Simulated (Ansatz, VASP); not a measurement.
CuI in VASP and in Ansatz

```
CELL_PARAMETERS angstrom
0.00000 3.03150 3.03150
3.03150 0.00000 3.03150
3.03150 3.03150 0.00000
ATOMIC_POSITIONS crystal
I 0.00000 0.00000 0.00000
Cu 0.75000 0.75000 0.75000
```

Alike in both runs: task single point; functional PBE; k mesh 6 × 6 × 6; occupations fermi-dirac, width 0.06 eV; no spin polarisation.

|  | VASP | Ansatz |
| --- | --- | --- |
| version | VASP 6.6.1 | Ansatz 0.2.0 |
| potentials or method | VASP PAW PBE potentials, release 64 (I, Cu), cutoff 520 eV | all-electron LAPW, scalar-relativistic |

```csv
,VASP,Ansatz,Ansatz less VASP
gap on the k mesh at the Fermi level (eV),1.14,1.12,-0.022
least direct gap on the mesh (eV),1.14,1.12,-0.022
pressure (GPa),0.3,0.3,0.00
```

Ansatz ran all-electron here, and VASP with PAW potentials.

Spin-orbit coupling is off throughout.
